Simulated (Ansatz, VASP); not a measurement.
One calculation of CO2, two programs

```
C O
1.0
     2.63591   -2.38738    0.00000
     2.63591    2.38738    0.00000
     0.00000    0.00000    6.58717
C O
2 4
Cartesian
  0.0000 0.0000 0.0000
  2.6359 0.0000 3.2936
  2.6359 -1.4635 5.8747
  2.6359 1.4635 0.7124
  2.6359 -0.9239 2.5811
  2.6359 1.0739 4.0060
```

Change from the starting cell: one atom moved.

Alike in both runs: task single point; functional PBE; k mesh 6 × 6 × 4; occupations gaussian, width 0.02 eV; no spin polarisation.

|  | VASP | Ansatz |
| --- | --- | --- |
| version | VASP 6.6.1 | Ansatz 0.2.0 |
| potentials or method | VASP PAW PBE potentials, release 64 (C, O), cutoff 520 eV | scalar-relativistic, plane waves, PAW |
| valence electrons in the cell | 32 | 32 |

VASP gave:

* gap on the k mesh at the Fermi level (eV): 6.10
* least direct gap on the mesh (eV): 6.63
* pressure (GPa): -2.8
* traceless stress, the component that is largest in VASP (GPa): -10.01
* rms of the force components (eV/Å): 2.431

Problem. Which values does Ansatz return?

Solution. gap on the k mesh at the Fermi level (eV): 6.12; least direct gap on the mesh (eV): 6.66; pressure (GPa): -4.2; traceless stress, the component that is largest in VASP (GPa): -9.71; rms of the force components (eV/Å): 2.400.

Atom by atom the forces differ by 0.299 eV/Å (rms over components).

Noted on VASP's run: the standard files for N, O and F lose accuracy on very short bonds.
